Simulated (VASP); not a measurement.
# Sc (Fm-3m) in VASP: notebook

Runs on Sc. Level: LDA. Tasks: single point.

All numbers are computed with VASP 6.6.1; they aren't measurements. Logs are shortened: lines on timing, memory, paths and dates and some standing lists are left out, and cuts for length are marked.

### Step 1. The cell of the first run

The structure is cubic, space group Fm-3m (No. 225). Conventional cell: a = 4.539 Å, b = 4.539 Å, c = 4.539 Å, α = 90.00°, β = 90.00°, γ = 90.00°. Within 4.2 Å of Sc (site symmetry m-3m) lie 12 Sc at 3.21 Å.

This isn't the form of Sc at room conditions, which is hcp.

### Step 2. Single point, LDA (23.38 Å³/atom)

File INCAR:

```
SYSTEM = Sc
PREC = Accurate ; ENCUT = 520
EDIFF = 1E-6 ; ISMEAR = -1
SIGMA = 0.1 ; LREAL = .False.
LASPH = .True. ; NELM = 80
ALGO = Normal ; ISIF = 2
LWAVE = .False. ; LCHARG = .True.
LELF = .True. ; LVHAR = .True.
NBANDS = 12
```

File KPOINTS:

```
regular mesh
0
Gamma
  20 20 20
  0 0 0
```

File POSCAR:

```
Sc
1.0
    0.0000000000      2.2696688951      2.2696688951
    2.2696688951      0.0000000000      2.2696688951
    2.2696688951      2.2696688951      0.0000000000
Sc
1
Direct
    0.0000000000      0.0000000000      0.0000000000
```

Potentials or basis: VASP PAW LDA potentials, release 64 (Sc_sv).

Started as:

```console
cat potpaw_LDA.64/Sc_sv/POTCAR > POTCAR
mpirun -np 1 vasp_std > vasp.out
```

OUTCAR:

```text
SYSTEM = Sc
   PREC = Accurate
   ENCUT = 520
   EDIFF = 1E-6
   ISMEAR = -1
   LREAL = .False.
   LASPH = .True.
   NELM = 80
   ISIF = 2

 ion  position               nearest neighbor table
   1  0.000  0.000  0.000-

  LATTYP: Found a face centered cubic cell.
 ALAT       =     4.5393377902

  Lattice vectors:

 A1 = (   0.0000000000,   2.2696688951,   2.2696688951)
 A2 = (   2.2696688951,   0.0000000000,   2.2696688951)
 A3 = (   2.2696688951,   2.2696688951,   0.0000000000)

Analysis of symmetry for initial positions (statically):
=====================================================================
 Subroutine PRICEL returns:
 Original cell was already a primitive cell.

 Routine SETGRP: Setting up the symmetry group for a
 face centered cubic supercell.

 Subroutine GETGRP returns: Found 48 space group operations
 (whereof 48 operations were pure point group operations)
 out of a pool of 48 trial point group operations.

The static configuration has the point symmetry O_h .

Analysis of symmetry for dynamics (positions and initial velocities):
=====================================================================
 Subroutine PRICEL returns:
 Original cell was already a primitive cell.

 Routine SETGRP: Setting up the symmetry group for a
 face centered cubic supercell.

 Subroutine GETGRP returns: Found 48 space group operations
 (whereof 48 operations were pure point group operations)
 out of a pool of 48 trial point group operations.

The dynamic configuration has the point symmetry O_h .

 Subroutine INISYM returns: Found 48 space group operations
 (whereof 48 operations are pure point group operations),
 and found     1 'primitive' translations

----------------------------------------------------------------------------------------

                                     Primitive cell

  volume of cell :      23.3839

  direct lattice vectors                    reciprocal lattice vectors
     0.000000000  2.269668895  2.269668895    -0.220296450  0.220296450  0.220296450
     2.269668895  0.000000000  2.269668895     0.220296450 -0.220296450  0.220296450
     2.269668895  2.269668895  0.000000000     0.220296450  0.220296450 -0.220296450

  length of vectors
     3.209796534  3.209796534  3.209796534     0.381564644  0.381564644  0.381564644

  position of ions in fractional coordinates (direct lattice)
     0.000000000  0.000000000  0.000000000

  ion indices of the primitive-cell ions
   primitive index   ion index
                 1           1

----------------------------------------------------------------------------------------

 KPOINTS: regular mesh

Automatic generation of k-mesh.
 Grid dimensions read from file:
 generate k-points for:   20   20   20

 Generating k-lattice:

  Cartesian coordinates                     Fractional coordinates (reciprocal lattice)
    -0.011014822  0.011014822  0.011014822     0.050000000  0.000000000  0.000000000
     0.011014822 -0.011014822  0.011014822     0.000000000  0.050000000  0.000000000
     0.011014822  0.011014822 -0.011014822     0.000000000  0.000000000  0.050000000

  Length of vectors
     0.019078232  0.019078232  0.019078232

  Shift w.r.t. Gamma in fractional coordinates (k-lattice)
     0.000000000  0.000000000  0.000000000

 Subroutine IBZKPT returns following result:
 ===========================================

 Found    256 irreducible k-points:

 Following reciprocal coordinates:
            Coordinates               Weight
  0.000000  0.000000  0.000000      1.000000
  0.050000  0.000000  0.000000      8.000000
  0.100000  0.000000  0.000000      8.000000
  0.150000  0.000000  0.000000      8.000000
  0.200000  0.000000  0.000000      8.000000
  0.250000  0.000000  0.000000      8.000000
[... 16 lines left out ...]
 -0.400000  0.050000  0.000000     24.000000
 -0.350000  0.050000  0.000000     24.000000
 [... further k-points ...]
   k-points           NKPTS =    256   k-points in BZ     NKDIM =    256   number of bands    NBANDS=     12
   number of dos      NEDOS =    301   number of ions     NIONS =      1
   total plane-waves  NPLWV =  13824
   dimension x,y,z NGX =    24 NGY =   24 NGZ =   24
   dimension x,y,z NGXF=    48 NGYF=   48 NGZF=   48
   ions per type =               1
   NGX,Y,Z   is equivalent  to a cutoff of  12.43, 12.43, 12.43 a.u.
   NGXF,Y,Z  is equivalent  to a cutoff of  24.86, 24.86, 24.86 a.u.
 SYSTEM =  Sc
   PREC   = accura    normal or accurate (medium, high low for compatibility)
   ISTART =      0    job   : 0-new  1-cont  2-samecut
   ICHARG =      2    charge: 1-file 2-atom 10-const
   ISPIN  =      1    spin polarized calculation?
   LNONCOLLINEAR =      F non collinear calculations
   LSORBIT =      F    spin-orbit coupling
   LASPH  =      T    aspherical Exc in radial PAW
   ENCUT  =  520.0 eV  38.22 Ry    6.18 a.u.   5.97  5.97  5.97*2*pi/ulx,y,z
   NELM   =     80;   NELMIN=  2; NELMDL= -5     # of ELM steps
   EDIFF  = 0.1E-05   stopping-criterion for ELM
   LREAL  =      F    real-space projection
   EDIFFG = 0.1E-04   stopping-criterion for IOM
   NSW    =      0    number of steps for IOM
   IBRION =     -1    ionic relax: 0-MD 1-quasi-New 2-CG
   NFREE  =      0    steps in history (QN), initial steepest desc. (CG)
   ISIF   =      2    stress and relaxation
   ISYM   =      2    0-nonsym 1-usesym 2-fastsym
   POTIM  = 0.5000    time-step for ionic-motion
   TEBEG  =    0.0;   TEEND  =   0.0 temperature during run
   PSTRESS=    0.0 pullay stress
   NELECT =      11.0000    total number of electrons
   NUPDOWN=      -1.0000    fix difference up-down
   EMIN   =  10.00;   EMAX   =-10.00  energy-range for DOS
   EFERMI =   0.00;   METHOD = LEGACY
   ISMEAR =    -1;   SIGMA  =   0.10  broadening in eV -4-tet -1-fermi 0-gaus
   EFERMI_NEDOS =   21; number of points for ismear=-14 and -15
   IALGO  =     38    algorithm
   IMIX   =      4    mixing-type and parameters
     AMIX     =   0.40;   BMIX     =  1.00
     AMIX_MAG =   1.60;   BMIX_MAG =  1.00
  volume/ion in A,a.u.               =      23.38       157.80
  Fermi-wavevector in a.u.,A,eV,Ry     =   1.273210  2.406017 22.055895  1.621063
  Thomas-Fermi vector in A             =   2.406046
   LORBIT       =      0    0 simple, 1 ext, 2 COOP (PROOUT), +10 PAW based schemes
   GGA     = CA    functional components
   LHFCALC =     F    Hartree Fock is set to
   AEXX    =    0.0000 exact exchange contribution
   IVDW    =     0    specifies the selected vdW correction
   LEPSILON=     F    determine dielectric tensor
   LRPA    =     F    only Hartree local field effects (RPA)
 non-spin polarized calculation
  energy-cutoff  :      520.00
  volume of cell :       23.38
 maximum number of plane-waves:       642
   NGX = 11   NGY = 11   NGZ = 11

 number of electron      10.9999998 magnetization

 Free energy of the ion-electron system (eV)
  ---------------------------------------------------
  ext. energy  EPLUGINS =         0.00000000
  ---------------------------------------------------
  free energy    TOTEN  =        -6.70659053 eV

  energy without entropy =       -6.64800270  energy(sigma->0) =       -6.67729662

 E-fermi :   3.8383     XC(G=0): -10.3582

 val. band max:        3.8377836313   @ k =  -0.2500   0.3500   0.1500
 cond. band min:       3.8410463885   @ k =   0.5000   0.1500   0.0000
 fundamental gap:      0.0032627572
 Fermi energy:         3.8383101980

 k-point     1 :       0.0000    0.0000    0.0000
  band No.  band energies     occupation
      1     -44.8580      2.00000
      2     -23.5744      2.00000
      3     -23.5744      2.00000
      4     -23.5744      2.00000
      5      -1.4006      2.00000
      6       5.4306      0.00000
      7       5.4306      0.00000
      8       5.4306      0.00000
      9       6.9020      0.00000
     10       6.9020      0.00000
     11      16.7298      0.00000
     12      20.2568      0.00000

 k-point     2 :       0.0500    0.0000    0.0000
  band No.  band energies     occupation
      1     -44.8561      2.00000
      2     -23.5869      2.00000
      3     -23.5760      2.00000
      4     -23.5760      2.00000
      5      -1.3336      2.00000
      6       5.3802      0.00000
      7       5.4565      0.00000
      8       5.4565      0.00000
      9       6.8832      0.00000
     10       6.8832      0.00000
     11      16.8002      0.00000
     12      19.6747      0.00000

 k-point     3 :       0.1000    0.0000    0.0000
  band No.  band energies     occupation
      1     -44.8505      2.00000
      2     -23.6229      2.00000
      3     -23.5806      2.00000
      4     -23.5806      2.00000
      5      -1.1355      2.00000
      6       5.2392      0.00000
      7       5.5261      0.00000
      8       5.5261      0.00000
      9       6.8379      0.00000
     10       6.8379      0.00000
     11      16.9555      0.00000
     12      18.5833      0.00000

 k-point     4 :       0.1500    0.0000    0.0000
  band No.  band energies     occupation
      1     -44.8418      2.00000
      2     -23.6785      2.00000
      3     -23.5877      2.00000
      4     -23.5877      2.00000
      5      -0.8159      2.00000
      6       5.0340      0.00001
      7       5.6117      0.00000
      8       5.6117      0.00000
      9       6.8004      0.00000
     10       6.8004      0.00000
     11      16.8336      0.00000
     12      17.7089      0.00000

 k-point     5 :       0.2000    0.0000    0.0000
  band No.  band energies     occupation
      1     -44.8308      2.00000
      2     -23.7479      2.00000
      3     -23.5966      2.00000
      4     -23.5966      2.00000
      5      -0.3916      2.00000
      6       4.7989      0.00013
      7       5.6652      0.00000
      8       5.6652      0.00000
      9       6.8260      0.00000
     10       6.8260      0.00000
     11      15.8774      0.00000
     12      17.5590      0.00000
[... 228 lines left out ...]
      1     -44.7783      2.00000
      2     -24.0591      2.00000
      3     -23.6455      2.00000
      4     -23.6407      2.00000
      5       2.0409      2.00000
      6       4.2023      0.05116
      7       5.2709      0.00000
      8       5.3547      0.00000
      9       7.8816      0.00000
     10       7.9305      0.00000
     11      11.0164      0.00000
     12      16.1412      0.00000

 k-point    22 :      -0.4500    0.0500    0.0000
  band No.  band energies     occupation
      1     -44.7789      2.00000
      2     -24.0552      2.00000
      3     -23.6472      2.00000
      4     -23.6381      2.00000
      5       2.0093      2.00000
      6       4.1988      0.05296
      7       5.2786      0.00000
      8       5.3565      0.00000
      9       7.8038      0.00000
     10       7.9661      0.00000
     11      11.0905      0.00000
     12      16.1609      0.00000

 k-point    23 :      -0.4000    0.0500    0.0000
  band No.  band energies     occupation
      1     -44.7833      2.00000
      2     -24.0292      2.00000
      3     -23.6455      2.00000
      4     -23.6325      2.00000
      5       1.7870      2.00000
      6       4.1791      0.06409
      7       5.3185      0.00000
      8       5.3989      0.00000
      9       7.6212      0.00000
     10       7.8782      0.00000
     11      11.5700      0.00000
     12      16.3136      0.00000

 k-point    24 :      -0.3500    0.0500    0.0000
  band No.  band energies     occupation
      1     -44.7911      2.00000
      2     -23.9832      2.00000
      3     -23.6407      2.00000
      4     -23.6246      2.00000
      5       1.3930      2.00000
      6       4.2038      0.05044
      7       5.3928      0.00000
      8       5.4770      0.00000
      9       7.3670      0.00000
     10       7.6953      0.00000
     11      12.3510      0.00000
     12      16.5806      0.00000

 [... further k-points ...]

------------------------ aborting loop because EDIFF is reached ----------------------------------------

  FORCE on cell =-STRESS in cart. coord.  units (eV):
  Direction    XX          YY          ZZ          XY          YZ          ZX
  --------------------------------------------------------------------------------------
  -------------------------------------------------------------------------------------
  Total       -0.3078211     -0.3078211     -0.3078211     -0.0000000     -0.0000000      0.0000000
  in kB      -21.0907238    -21.0907238    -21.0907238     -0.0000000     -0.0000000      0.0000000
  external PRESSURE =     -21.0907238 kB  Pullay stress =       0.0000000 kB

 VOLUME and BASIS-vectors are now :
 -----------------------------------------------------------------------------
  energy-cutoff  :      520.00
  volume of cell :       23.38
      direct lattice vectors                 reciprocal lattice vectors
     0.000000000  2.269668895  2.269668895    -0.220296450  0.220296450  0.220296450
     2.269668895  0.000000000  2.269668895     0.220296450 -0.220296450  0.220296450
     2.269668895  2.269668895  0.000000000     0.220296450  0.220296450 -0.220296450

 POSITION                                       TOTAL-FORCE (eV/Angst)
 -----------------------------------------------------------------------------------
      0.00000      0.00000      0.00000        -0.000000     -0.000000     -0.000000
 -----------------------------------------------------------------------------------
    total drift:                               -0.000000      0.000000     -0.000000

  FREE ENERGIE OF THE ION-ELECTRON SYSTEM (eV)
  ---------------------------------------------------
  free  energy   TOTEN  =        -6.7065905346 eV

  energy  without entropy=       -6.6480027006  energy(sigma->0) =       -6.67729662
```

Run time: 53 s. Hardware: 1 thread of Intel Xeon 8259CL, shared host; peak memory 0.18 GiB.

Results:

- Free energy: -6.7066 eV
- Pressure: -2.1 GPa
- Band gap on the k mesh: zero (an odd number of electrons rules out a gap without spin polarisation)

### Step 3. Single point, LDA (24.28 Å³/atom)

This run uses another cell than the first one, of 24.28 Å³/atom.

File INCAR:

```
SYSTEM = Sc
PREC = Accurate ; ENCUT = 520
EDIFF = 1E-7 ; ISMEAR = -1
SIGMA = 0.1 ; LREAL = .FALSE.
LASPH = .TRUE. ; NELM = 100
ALGO = Normal ; ISIF = 2
LWAVE = .FALSE. ; LCHARG = .TRUE.
LELF = .TRUE. ; LVHAR = .TRUE.
NBANDS = 12
```

File KPOINTS:

```
regular mesh
0
G
  20 20 20
  0 0 0
```

File POSCAR:

```
Sc
1.0
    0.0000000000      2.2984019314      2.2984019314
    2.2984019314      0.0000000000      2.2984019314
    2.2984019314      2.2984019314      0.0000000000
Sc
1
Direct
    0.0000000000      0.0000000000      0.0000000000
```

Potentials or basis: VASP PAW LDA potentials, release 64 (Sc_sv).

Started as:

```console
cat potpaw_LDA.64/Sc_sv/POTCAR > POTCAR
mpirun -np 1 vasp_std > vasp.out
```

It took 63 s on 1 thread of Intel Xeon 8259CL, shared host; peak memory 0.18 GiB.

Results (log left out):

```yaml
Free_energy: -6.6899 eV
Pressure: -3.9 GPa
Band_gap_on_the_k_mesh: zero (an odd number of electrons rules out a gap without spin polarisation)
```

Levels at points of the mesh, in eV from the Fermi level:
```
           k point  band 1  band 2  band 3  band 4  band 5  band 6  band 7  band 8  band 9  band 10
(0.00, 0.00, 0.00)  -48.79  -27.53  -27.53  -27.53   -5.17    1.54    1.54    1.54    2.94     2.94
(0.50, 0.00, 0.00)  -48.72  -27.97  -27.59  -27.59   -1.80    0.35    1.43    1.43    3.87     3.87
(0.50, 0.50, 0.00)  -48.70  -27.94  -27.69  -27.69   -1.56   -0.68    2.03    3.86    4.11     4.11
```

Caveat: the cell stands under tension.

[end of part 1 of 2]
